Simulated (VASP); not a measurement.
# BAs (F-43m) in VASP: notebook

The runs below take BAs through G0W0 quasiparticle levels, with PBE, LDA.

Program: VASP 6.6.1. These are calculated values, not measurements. Logs are shortened: lines on timing, memory, paths and dates and some standing lists are left out, and cuts for length are marked.

## 1. The cell of the first run

It takes space group F-43m (No. 216, cubic). Conventional cell: a = 4.784 Å, b = 4.784 Å, c = 4.784 Å, α = 90.00°, β = 90.00°, γ = 90.00°. Within 2.7 Å of B (site symmetry -43m) lie 4 As at 2.07 Å. As (site symmetry -43m) has 4 B at 2.07 Å within 2.7 Å.

## 2. G0W0 quasiparticle levels, PBE

POSCAR

```
BAs
1.0
    0.0000000000      2.3918699032      2.3918699032
    2.3918699032      0.0000000000      2.3918699032
    2.3918699032      2.3918699032      0.0000000000
B As
1 1
Direct
    0.0000000000      0.0000000000      0.0000000000
    0.2500000000      0.2500000000      0.2500000000
```

INCAR.step1

```
PREC = Accurate ; ENCUT = 500
EDIFF = 1E-8 ; ISMEAR = 0
SIGMA = 0.01 ; LREAL = F
LASPH = T ; NELM = 80
ALGO = Normal ; LWAVE = T
LCHARG = F ; GGA = PE
```

INCAR.step2

```
PREC = Accurate ; ENCUT = 500
EDIFF = 1E-8 ; ISMEAR = 0
SIGMA = 0.01 ; LREAL = F
LASPH = T ; NELM = 1
ALGO = Exact ; LWAVE = T
LCHARG = F ; GGA = PE
NBANDS = 48 ; LOPTICS = T
ISTART = 1
```

INCAR.step3

```
PREC = Accurate ; ENCUT = 500
EDIFF = 1E-8 ; ISMEAR = 0
SIGMA = 0.01 ; LREAL = F
LASPH = T ; ALGO = EVGW0
LWAVE = F ; LCHARG = F
GGA = PE ; NELMGW = 1
NBANDS = 48 ; ENCUTGW = 80.0
NOMEGA = 48 ; PRECFOCK = Fast
ISTART = 1 ; NBANDSGW = 12
```

KPOINTS

```
Automatic mesh
0
Gamma
  4 4 4
```

Potentials or basis: VASP PAW PBE potentials, release 64 (B_GW, As_GW).

Command:

```sh
$ cat potpaw_PBE.64/B_GW/POTCAR potpaw_PBE.64/As_GW/POTCAR > POTCAR
$ cp INCAR.step1 INCAR
$ mpirun -np 1 vasp_std > vasp.out
$ cp INCAR.step2 INCAR
$ mpirun -np 1 vasp_std > vasp.out
$ cp INCAR.step3 INCAR
$ mpirun -np 1 vasp_std > vasp.out
```

OUTCAR:

```text
PREC = Accurate
   ENCUT = 500
   EDIFF = 1E-8
   ISMEAR = 0
   LREAL = F
   LASPH = T
   GGA = PE
   NELMGW = 1
   ENCUTGW = 80.0
   PRECFOCK = Fast
   ISTART = 1

 ion  position               nearest neighbor table
   1  0.000  0.000  0.000-   2 2.07   2 2.07   2 2.07   2 2.07
   2  0.250  0.250  0.250-   1 2.07   1 2.07   1 2.07   1 2.07

  LATTYP: Found a face centered cubic cell.
 ALAT       =     4.7837398064

  Lattice vectors:

 A1 = (   0.0000000000,   2.3918699032,   2.3918699032)
 A2 = (   2.3918699032,   0.0000000000,   2.3918699032)
 A3 = (   2.3918699032,   2.3918699032,   0.0000000000)

Analysis of symmetry for initial positions (statically):
=====================================================================
 Subroutine PRICEL returns:
 Original cell was already a primitive cell.

 Routine SETGRP: Setting up the symmetry group for a
 face centered cubic supercell.

 Subroutine GETGRP returns: Found 24 space group operations
 (whereof 24 operations were pure point group operations)
 out of a pool of 48 trial point group operations.

The static configuration has the point symmetry T_d .

Analysis of symmetry for dynamics (positions and initial velocities):
=====================================================================
 Subroutine PRICEL returns:
 Original cell was already a primitive cell.

 Routine SETGRP: Setting up the symmetry group for a
 face centered cubic supercell.

 Subroutine GETGRP returns: Found 24 space group operations
 (whereof 24 operations were pure point group operations)
 out of a pool of 48 trial point group operations.

The dynamic configuration has the point symmetry T_d .

 Subroutine INISYM returns: Found 24 space group operations
 (whereof 24 operations are pure point group operations),
 and found     1 'primitive' translations

----------------------------------------------------------------------------------------

                                     Primitive cell

  volume of cell :      27.3680

  direct lattice vectors                    reciprocal lattice vectors
     0.000000000  2.391869903  2.391869903    -0.209041470  0.209041470  0.209041470
     2.391869903  0.000000000  2.391869903     0.209041470 -0.209041470  0.209041470
     2.391869903  2.391869903  0.000000000     0.209041470  0.209041470 -0.209041470

  length of vectors
     3.382614857  3.382614857  3.382614857     0.362070446  0.362070446  0.362070446

  position of ions in fractional coordinates (direct lattice)
     0.000000000  0.000000000  0.000000000
     0.250000000  0.250000000  0.250000000

  ion indices of the primitive-cell ions
   primitive index   ion index
                 1           1
                 2           2

----------------------------------------------------------------------------------------

 KPOINTS: Automatic mesh

Automatic generation of k-mesh.
 Grid dimensions read from file:
 generate k-points for:    4    4    4

 Generating k-lattice:

  Cartesian coordinates                     Fractional coordinates (reciprocal lattice)
    -0.052260367  0.052260367  0.052260367     0.250000000  0.000000000  0.000000000
     0.052260367 -0.052260367  0.052260367     0.000000000  0.250000000  0.000000000
     0.052260367  0.052260367 -0.052260367     0.000000000  0.000000000  0.250000000

  Length of vectors
     0.090517612  0.090517612  0.090517612

  Shift w.r.t. Gamma in fractional coordinates (k-lattice)
     0.000000000  0.000000000  0.000000000

 Subroutine IBZKPT returns following result:
 ===========================================

 Found      8 irreducible k-points:

 Following reciprocal coordinates:
            Coordinates               Weight
  0.000000  0.000000  0.000000      1.000000
  0.250000  0.000000  0.000000      8.000000
  0.500000  0.000000  0.000000      4.000000
  0.250000  0.250000  0.000000      6.000000
  0.500000  0.250000  0.000000     24.000000
 -0.250000  0.250000  0.000000     12.000000
  0.500000  0.500000  0.000000      3.000000
 -0.250000  0.500000  0.250000      6.000000
   k-points           NKPTS =      8   k-points in BZ     NKDIM =     64   number of bands    NBANDS=     48
   number of dos      NEDOS =    301   number of ions     NIONS =      2
   total plane-waves  NPLWV =  21952
   dimension x,y,z NGX =    28 NGY =   28 NGZ =   28
   dimension x,y,z NGXF=    56 NGYF=   56 NGZF=   56
   ions per type =               1   1
   NGX,Y,Z   is equivalent  to a cutoff of  13.76, 13.76, 13.76 a.u.
   NGXF,Y,Z  is equivalent  to a cutoff of  27.52, 27.52, 27.52 a.u.
 SYSTEM =  unknown system
   PREC   = accura    normal or accurate (medium, high low for compatibility)
   ISTART =      1    job   : 0-new  1-cont  2-samecut
   ICHARG =      0    charge: 1-file 2-atom 10-const
   ISPIN  =      1    spin polarized calculation?
   LNONCOLLINEAR =      F non collinear calculations
   LSORBIT =      F    spin-orbit coupling
   LASPH  =      T    aspherical Exc in radial PAW
   ENCUT  =  500.0 eV  36.75 Ry    6.06 a.u.   6.17  6.17  6.17*2*pi/ulx,y,z
   NELM   =     60;   NELMIN=  2; NELMDL=  0     # of ELM steps
   EDIFF  = 0.1E-07   stopping-criterion for ELM
   LREAL  =      F    real-space projection
   EDIFFG = 0.1E-06   stopping-criterion for IOM
   NSW    =      0    number of steps for IOM
   IBRION =     -1    ionic relax: 0-MD 1-quasi-New 2-CG
   NFREE  =      0    steps in history (QN), initial steepest desc. (CG)
   ISIF   =      0    stress and relaxation
   ISYM   =      3    0-nonsym 1-usesym 2-fastsym
   POTIM  = 0.5000    time-step for ionic-motion
   TEBEG  =    0.0;   TEEND  =   0.0 temperature during run
   PSTRESS=    0.0 pullay stress
   NELECT =       8.0000    total number of electrons
   NUPDOWN=      -1.0000    fix difference up-down
   EMIN   =  10.00;   EMAX   =-10.00  energy-range for DOS
   EFERMI =   0.00;   METHOD = LEGACY
   ISMEAR =     0;   SIGMA  =   0.01  broadening in eV -4-tet -1-fermi 0-gaus
   EFERMI_NEDOS =   21; number of points for ismear=-14 and -15
   IALGO  =     38    algorithm
   IMIX   =      4    mixing-type and parameters
     AMIX     =   0.40;   BMIX     =  1.00
     AMIX_MAG =   1.60;   BMIX_MAG =  1.00
  volume/ion in A,a.u.               =      13.68        92.34
  Fermi-wavevector in a.u.,A,eV,Ry     =   1.086486  2.053160 16.061008  1.180451
  Thomas-Fermi vector in A             =   2.222623
   LORBIT       =      0    0 simple, 1 ext, 2 COOP (PROOUT), +10 PAW based schemes
   GGA     = PE    functional components
   LHFCALC =     T    Hartree Fock is set to
   PRECFOCK=fast      Normal, Fast or Accurate (Low or Medium for compatibility)
   ENCUT4O =  -1.0   cutoff for four orbital integrals eV
   NKREDX  =     1    reduce k-point grid by
   NKREDY  =     1    reduce k-point grid by
   NKREDZ  =     1    reduce k-point grid by
   AEXX    =    1.0000 exact exchange contribution
   HFSCREEN=    0.0000 screening length (either q_TF or 0.3 A-1)
   HFSCREENC=   0.0000 screening length for correlation (either q_TF or 0.3 A-1)
   ENCUTFOCK=  -1.0 apply spherical cutoff to Coloumb kernel
   IVDW    =     0    specifies the selected vdW correction
   LEPSILON=     F    determine dielectric tensor
   LRPA    =     F    only Hartree local field effects (RPA)
   LRPAFORCE           =     F    calculate RPA forces
   ENCUTGW             =  80.0    cutoff for response function in eV
   ENCUTGWSOFT         =  64.0    soft cutoff for Coulomb kernel in GW response function in eV
   ENCUTLF             =  -1.0    cutoff for local field effects
   NELMGW              =     1    number of iterations in solving QP/BSE equation
   NELMHF              =     1    number of iterations in the inner HF iteration
   NKREDLFX            =     1    NKREDLFY  =   1   NKREDLFZ  =   1
 non-spin polarized calculation
 Gauss-broadening in eV      SIGMA  =   0.01
  energy-cutoff  :      500.00
  volume of cell :       27.37
 maximum number of plane-waves:       725
 NGX is ok and might be reduce to    28
  NGX = 14; NGY = 14; NGZ = 14
   NGX = 13   NGY = 13   NGZ = 13
 maximum number of plane-waves:        59
 NGX is ok and might be reduce to    10

 QP shifts <psi_nk| G(iteration)W_0 |psi_nk>: iteration 1
 for sc-GW calculations column KS-energies equals QP-energies in previous step
 and V_xc(KS)=  KS-energies - (<T + V_ion + V_H > + <T+V_H+V_ion>^1  + <V_x>^1)

 k-point   1 :       0.0000    0.0000    0.0000
  band No.  KS-energies  QP-energies   sigma(KS)   V_xc(KS)     V^pw_x(r,r')   Z            occupation Imag(sigma)

      1      -9.2209      -9.8031     -12.4529     -11.6423     -19.5631       0.7182       2.0000       1.2723
      2       6.1567       5.9873     -12.7993     -12.5850     -14.2993       0.7904       2.0000       0.0650
      3       6.1567       5.9873     -12.7993     -12.5850     -14.2993       0.7904       2.0000       0.0650
      4       6.1567       5.9873     -12.7993     -12.5850     -14.2993       0.7904       2.0000       0.0650
      5       9.4107       9.9480     -10.6887     -11.3710      -6.5717       0.7875       0.0000      -0.0901
      6       9.4107       9.9480     -10.6887     -11.3710      -6.5717       0.7875       0.0000      -0.0901
      7       9.4107       9.9480     -10.6887     -11.3710      -6.5717       0.7875       0.0000      -0.0901
      8      10.7662      11.6463     -11.4503     -12.6046      -6.4650       0.7625       0.0000      -0.1318
      9      15.7007      15.8436      -8.6978      -8.8789      -3.0271       0.7887       0.0000      -0.3030
     10      19.0663      19.3430     -10.0385     -10.3938      -4.3558       0.7787       0.0000      -0.3545
     11      19.0663      19.3430     -10.0385     -10.3938      -4.3558       0.7787       0.0000      -0.3545
     12      20.4808      20.6697      -8.7563      -8.9965      -2.4883       0.7866       0.0000      -0.4957

 k-point   2 :       0.2500    0.0000    0.0000
  band No.  KS-energies  QP-energies   sigma(KS)   V_xc(KS)     V^pw_x(r,r')   Z            occupation Imag(sigma)
[... 97 lines left out ...]
      1      -4.8906      -5.1880     -12.7547     -12.3501     -18.2583       0.7351       2.0000       0.6369
      2      -1.8948      -2.4382     -12.8519     -12.1052     -17.5213       0.7277       2.0000       0.3890
      3       0.6785       0.1889     -11.7411     -11.0993     -14.6627       0.7628       2.0000       0.1572
      4       0.9729       0.4957     -11.8216     -11.1947     -14.6543       0.7612       2.0000       0.1469
      5      11.3920      11.7363     -10.1531     -10.5958      -5.3066       0.7777       0.0000      -0.1352
      6      12.0531      12.8398     -10.9400     -11.9739      -5.6430       0.7609       0.0000      -0.1688
      7      12.9331      13.1926      -9.7052     -10.0343      -4.8968       0.7883       0.0000      -0.1575
      8      13.1467      13.6699     -10.7057     -11.3886      -5.3601       0.7660       0.0000      -0.2041
      9      18.4021      19.0261     -10.9677     -11.8055      -4.2181       0.7448       0.0000      -0.5002
     10      21.6200      22.2731     -10.9137     -11.7769      -4.2006       0.7566       0.0000      -0.7438
     11      21.8024      22.1616     -10.0378     -10.5111      -3.3232       0.7589       0.0000      -0.6532
     12      24.9634      25.5507     -10.1866     -10.9588      -3.4309       0.7605       0.0000      -0.9419
```

Wall time 26 s (1 thread of Intel Xeon Platinum 8375C at 2.90GHz (Ice Lake), shared host); peak memory 0.22 GiB.

Results:

| Quantity | Value |
| --- | --- |
| Band gap on the k mesh, mean-field level | 1.42 eV, indirect (least direct gap 3.25 eV) |
| Quasiparticle gap | 1.73 eV |
| Least direct quasiparticle gap | 3.96 eV |

Caveat: the k points lie up to 0.57 Å⁻¹ apart; bands, screening cutoff and mesh are small and nothing is extrapolated, so the quasiparticle values aren't converged. A k mesh can miss the band edges.

[end of part 1 of 2]
